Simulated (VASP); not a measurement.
# Sr (R-3m) in VASP: single point with PBEsol

Aim: the single point of Sr with PBEsol.

Program: VASP 6.6.1. These are calculated values, not measurements. Logs are shortened: lines on timing, memory, paths and dates and some standing lists are left out, and cuts for length are marked.

## 1. The cell of the first run

The structure is trigonal, space group R-3m (No. 166). Conventional cell: a = 4.566 Å, b = 4.566 Å, c = 33.097 Å, α = 90.00°, β = 90.00°, γ = 120.00°.

## 2. Single point, PBEsol

Contents of INCAR:

```
PREC = Accurate
ENCUT = 520
EDIFF = 1E-6
ISMEAR = 0
SIGMA = 0.1
LREAL = F
LASPH = T
NELM = 60
ALGO = Fast
ISIF = 2
LWAVE = F
LCHARG = F
GGA = PS
NBANDS = 22
```

Contents of KPOINTS:

```
regular mesh
0
Gamma
  6 6 6
```

Contents of POSCAR:

```
Sr
1.0
    2.2827529686      1.3179480409     11.0324018601
   -2.2827529686      1.3179480409     11.0324018601
    0.0000000000     -2.6358960819     11.0324018601
Sr
3
Direct
    0.0000000000      0.0000000000      0.0000000000
    0.2222200000      0.2222200000      0.2222200000
    0.7777800000      0.7777800000      0.7777800000
```

Potentials or basis: VASP PAW PBE potentials, release 64 (Sr_sv).

The run is started by

```
$ cat potpaw_PBE.64/Sr_sv/POTCAR > POTCAR
$ mpirun -np 1 vasp_std > vasp.out
```

OUTCAR:

```text
PREC = Accurate
   ENCUT = 520
   EDIFF = 1E-6
   ISMEAR = 0
   LREAL = F
   LASPH = T
   NELM = 60
   ISIF = 2
   GGA = PS

 ion  position               nearest neighbor table
   1  0.000  0.000  0.000-   3 4.52   3 4.52   2 4.52   2 4.52   3 4.52   2 4.52
   2  0.222  0.222  0.222-   3 4.52   3 4.52   3 4.52   1 4.52   1 4.52   1 4.52
   3  0.778  0.778  0.778-   2 4.52   2 4.52   2 4.52   1 4.52   1 4.52   1 4.52

  LATTYP: Found a trigonal (rhomboedric) cell.
 ALAT       =    11.3429202129
 COS(alpha) =     0.9189975651

  Lattice vectors:

 A1 = (   2.2827529686,   1.3179480409,  11.0324018601)
 A2 = (  -2.2827529686,   1.3179480409,  11.0324018601)
 A3 = (   0.0000000000,  -2.6358960819,  11.0324018601)

Analysis of symmetry for initial positions (statically):
=====================================================================
 Subroutine PRICEL returns:
 Original cell was already a primitive cell.

 Routine SETGRP: Setting up the symmetry group for a
 trigonal (rhombohedral) supercell.

 Subroutine GETGRP returns: Found 12 space group operations
 (whereof 12 operations were pure point group operations)
 out of a pool of 12 trial point group operations.

The static configuration has the point symmetry D_3d.

Analysis of symmetry for dynamics (positions and initial velocities):
=====================================================================
 Subroutine PRICEL returns:
 Original cell was already a primitive cell.

 Routine SETGRP: Setting up the symmetry group for a
 trigonal (rhombohedral) supercell.

 Subroutine GETGRP returns: Found 12 space group operations
 (whereof 12 operations were pure point group operations)
 out of a pool of 12 trial point group operations.

The dynamic configuration has the point symmetry D_3d.

 Subroutine INISYM returns: Found 12 space group operations
 (whereof 12 operations are pure point group operations),
 and found     1 'primitive' translations

----------------------------------------------------------------------------------------

                                     Primitive cell

  volume of cell :     199.1492

  direct lattice vectors                    reciprocal lattice vectors
     2.282752969  1.317948041 11.032401860     0.219033775  0.126459209  0.030214031
    -2.282752969  1.317948041 11.032401860    -0.219033775  0.126459209  0.030214031
     0.000000000 -2.635896082 11.032401860     0.000000000 -0.252918418  0.030214031

  length of vectors
    11.342920213 11.342920213 11.342920213     0.254716732  0.254716732  0.254716732

  position of ions in fractional coordinates (direct lattice)
     0.000000000  0.000000000  0.000000000
     0.222220000  0.222220000  0.222220000
     0.777780000  0.777780000  0.777780000

  ion indices of the primitive-cell ions
   primitive index   ion index
                 1           1
                 2           2
                 3           3

----------------------------------------------------------------------------------------

 KPOINTS: regular mesh

Automatic generation of k-mesh.
 Grid dimensions read from file:
 generate k-points for:    6    6    6

 Generating k-lattice:

  Cartesian coordinates                     Fractional coordinates (reciprocal lattice)
     0.036505629  0.021076535  0.005035672     0.166666667  0.000000000  0.000000000
    -0.036505629  0.021076535  0.005035672     0.000000000  0.166666667  0.000000000
     0.000000000 -0.042153070  0.005035672     0.000000000  0.000000000  0.166666667

  Length of vectors
     0.042452789  0.042452789  0.042452789

  Shift w.r.t. Gamma in fractional coordinates (k-lattice)
     0.000000000  0.000000000  0.000000000

 Subroutine IBZKPT returns following result:
 ===========================================

 Found     32 irreducible k-points:

 Following reciprocal coordinates:
            Coordinates               Weight
  0.000000  0.000000  0.000000      1.000000
  0.166667  0.000000  0.000000      6.000000
  0.333333  0.000000  0.000000      6.000000
  0.500000  0.000000  0.000000      3.000000
  0.166667  0.166667  0.000000      6.000000
  0.333333  0.166667  0.000000     12.000000
[... 16 lines left out ...]
  0.500000  0.500000  0.166667      6.000000
 -0.333333  0.500000  0.166667     12.000000
 [... further k-points ...]
   k-points           NKPTS =     32   k-points in BZ     NKDIM =     32   number of bands    NBANDS=     22
   number of dos      NEDOS =    301   number of ions     NIONS =      3
   total plane-waves  NPLWV = 592704
   dimension x,y,z NGX =    84 NGY =   84 NGZ =   84
   dimension x,y,z NGXF=   168 NGYF=  168 NGZF=  168
   ions per type =               3
   NGX,Y,Z   is equivalent  to a cutoff of  12.31, 12.31, 12.31 a.u.
   NGXF,Y,Z  is equivalent  to a cutoff of  24.62, 24.62, 24.62 a.u.
 SYSTEM =  unknown system
   PREC   = accura    normal or accurate (medium, high low for compatibility)
   ISTART =      0    job   : 0-new  1-cont  2-samecut
   ICHARG =      2    charge: 1-file 2-atom 10-const
   ISPIN  =      1    spin polarized calculation?
   LNONCOLLINEAR =      F non collinear calculations
   LSORBIT =      F    spin-orbit coupling
   LASPH  =      T    aspherical Exc in radial PAW
   ENCUT  =  520.0 eV  38.22 Ry    6.18 a.u.  21.09 21.09 21.09*2*pi/ulx,y,z
   NELM   =     60;   NELMIN=  2; NELMDL= -5     # of ELM steps
   EDIFF  = 0.1E-05   stopping-criterion for ELM
   LREAL  =      F    real-space projection
   EDIFFG = 0.1E-04   stopping-criterion for IOM
   NSW    =      0    number of steps for IOM
   IBRION =     -1    ionic relax: 0-MD 1-quasi-New 2-CG
   NFREE  =      0    steps in history (QN), initial steepest desc. (CG)
   ISIF   =      2    stress and relaxation
   ISYM   =      2    0-nonsym 1-usesym 2-fastsym
   POTIM  = 0.5000    time-step for ionic-motion
   TEBEG  =    0.0;   TEEND  =   0.0 temperature during run
   PSTRESS=    0.0 pullay stress
   NELECT =      30.0000    total number of electrons
   NUPDOWN=      -1.0000    fix difference up-down
   EMIN   =  10.00;   EMAX   =-10.00  energy-range for DOS
   EFERMI =   0.00;   METHOD = LEGACY
   ISMEAR =     0;   SIGMA  =   0.10  broadening in eV -4-tet -1-fermi 0-gaus
   EFERMI_NEDOS =   21; number of points for ismear=-14 and -15
   IALGO  =     68    algorithm
   IMIX   =      4    mixing-type and parameters
     AMIX     =   0.40;   BMIX     =  1.00
     AMIX_MAG =   1.60;   BMIX_MAG =  1.00
  volume/ion in A,a.u.               =      66.38       447.98
  Fermi-wavevector in a.u.,A,eV,Ry     =   0.871075  1.646094 10.323724  0.758772
  Thomas-Fermi vector in A             =   1.990131
   LORBIT       =      0    0 simple, 1 ext, 2 COOP (PROOUT), +10 PAW based schemes
   GGA     = PS    functional components
   LHFCALC =     F    Hartree Fock is set to
   AEXX    =    0.0000 exact exchange contribution
   IVDW    =     0    specifies the selected vdW correction
   LEPSILON=     F    determine dielectric tensor
   LRPA    =     F    only Hartree local field effects (RPA)
 non-spin polarized calculation
 RMM-DIIS sequential band-by-band and
 Gauss-broadening in eV      SIGMA  =   0.10
  energy-cutoff  :      520.00
  volume of cell :      199.15
 maximum number of plane-waves:      5442
   NGX = 43   NGY = 43   NGZ = 43

 number of electron      30.0000001 magnetization

 Free energy of the ion-electron system (eV)
  ---------------------------------------------------
  ext. energy  EPLUGINS =         0.00000000
  ---------------------------------------------------
  free energy    TOTEN  =        -5.18338410 eV

  energy without entropy =       -5.15681411  energy(sigma->0) =       -5.17009910

 E-fermi :   0.9054     XC(G=0):  -6.8725

 val. band max:        0.9049209569   @ k =   0.5000   0.5000   0.3333
 cond. band min:       0.9088678996   @ k =   0.5000   0.5000   0.0000
 fundamental gap:      0.0039469427
 Fermi energy:         0.9054346462

 k-point     1 :       0.0000    0.0000    0.0000
  band No.  band energies     occupation
      1     -36.0102      2.00000
      2     -36.0069      2.00000
      3     -35.9998      2.00000
      4     -18.0067      2.00000
      5     -18.0017      2.00000
      6     -17.9426      2.00000
[... 14 lines left out ...]
     21       3.0446      0.00000
     22       3.1122      0.00000

 k-point     2 :       0.1667    0.0000    0.0000
  band No.  band energies     occupation
      1     -36.0091      2.00000
      2     -36.0062      2.00000
      3     -35.9991      2.00000
      4     -18.0061      2.00000
      5     -17.9980      2.00000
      6     -17.9579      2.00000
[... 14 lines left out ...]
     21       3.1490      0.00000
     22       3.2618      0.00000

 k-point     3 :       0.3333    0.0000    0.0000
  band No.  band energies     occupation
      1     -36.0068      2.00000
      2     -36.0049      2.00000
      3     -35.9975      2.00000
      4     -18.0111      2.00000
      5     -18.0062      2.00000
      6     -17.9884      2.00000
[... 14 lines left out ...]
     21       2.7622      0.00000
     22       3.0321      0.00000

 k-point     4 :       0.5000    0.0000    0.0000
  band No.  band energies     occupation
      1     -36.0055      2.00000
      2     -36.0044      2.00000
      3     -35.9968      2.00000
      4     -18.0250      2.00000
      5     -18.0118      2.00000
      6     -18.0101      2.00000
[... 14 lines left out ...]
     21       2.7406      0.00000
     22       2.8835      0.00000

 k-point     5 :       0.1667    0.1667    0.0000
  band No.  band energies     occupation
      1     -36.0091      2.00000
      2     -36.0062      2.00000
      3     -35.9990      2.00000
      4     -18.0098      2.00000
      5     -17.9938      2.00000
      6     -17.9576      2.00000
[... 417 lines left out ...]
 k-point    22 :      -0.1667    0.3333    0.1667
  band No.  band energies     occupation
      1     -36.0054      2.00000
      2     -36.0044      2.00000
      3     -35.9968      2.00000
      4     -18.0144      2.00000
      5     -18.0120      2.00000
      6     -17.9983      2.00000
[... 14 lines left out ...]
     21       2.4284      0.00000
     22       2.8788      0.00000

 k-point    23 :       0.5000    0.5000    0.1667
  band No.  band energies     occupation
      1     -36.0066      2.00000
      2     -36.0051      2.00000
      3     -35.9975      2.00000
      4     -18.0088      2.00000
      5     -18.0013      2.00000
      6     -17.9963      2.00000
[... 14 lines left out ...]
     21       2.6747      0.00000
     22       3.2489      0.00000

 k-point    24 :      -0.3333    0.5000    0.1667
  band No.  band energies     occupation
      1     -36.0054      2.00000
      2     -36.0045      2.00000
      3     -35.9968      2.00000
      4     -18.0132      2.00000
      5     -18.0086      2.00000
      6     -17.9974      2.00000
[... 14 lines left out ...]
     21       2.3265      0.00000
     22       2.7587      0.00000

 [... further k-points ...]
[... 5 lines left out ...]
  --------------------------------------------------------------------------------------
  -------------------------------------------------------------------------------------
  Total       -2.5031063     -2.5031063     -2.4080354      0.0000000      0.0000000     -0.0000000
  in kB      -20.1377689    -20.1377689    -19.3729128      0.0000000      0.0000000     -0.0000000
  external PRESSURE =     -19.8828169 kB  Pullay stress =       0.0000000 kB

 VOLUME and BASIS-vectors are now :
 -----------------------------------------------------------------------------
  energy-cutoff  :      520.00
  volume of cell :      199.15
      direct lattice vectors                 reciprocal lattice vectors
     2.282752969  1.317948041 11.032401860     0.219033775  0.126459209  0.030214031
    -2.282752969  1.317948041 11.032401860    -0.219033775  0.126459209  0.030214031
     0.000000000 -2.635896082 11.032401860     0.000000000 -0.252918418  0.030214031

 POSITION                                       TOTAL-FORCE (eV/Angst)
 -----------------------------------------------------------------------------------
      0.00000      0.00000      0.00000         0.000000     -0.000000      0.000000
      0.00000     -0.00000      7.35486         0.000000     -0.000000      0.001923
      0.00000     -0.00000     25.74234         0.000000      0.000000     -0.001923
 -----------------------------------------------------------------------------------
    total drift:                                0.000000     -0.000000     -0.000000

  FREE ENERGIE OF THE ION-ELECTRON SYSTEM (eV)
  ---------------------------------------------------
  free  energy   TOTEN  =        -5.1833840995 eV

  energy  without entropy=       -5.1568141087  energy(sigma->0) =       -5.17009910
```

Wall time 32 min (1 thread of Intel Xeon 8259CL, shared host); peak memory 1.1 GiB.

Results:

```
Free energy            : -5.1834 eV
Pressure               : -2.0 GPa
Band gap on the k mesh : zero (bands 15 and 16 overlap by 0.04 eV)
```

Stress tensor (GPa, compression positive):
```
-2.01  0.00  0.00
 0.00 -2.01  0.00
 0.00  0.00 -1.94
```

Caveat: the PAW data sets were made with another functional, which shifts forces and pressure a little.
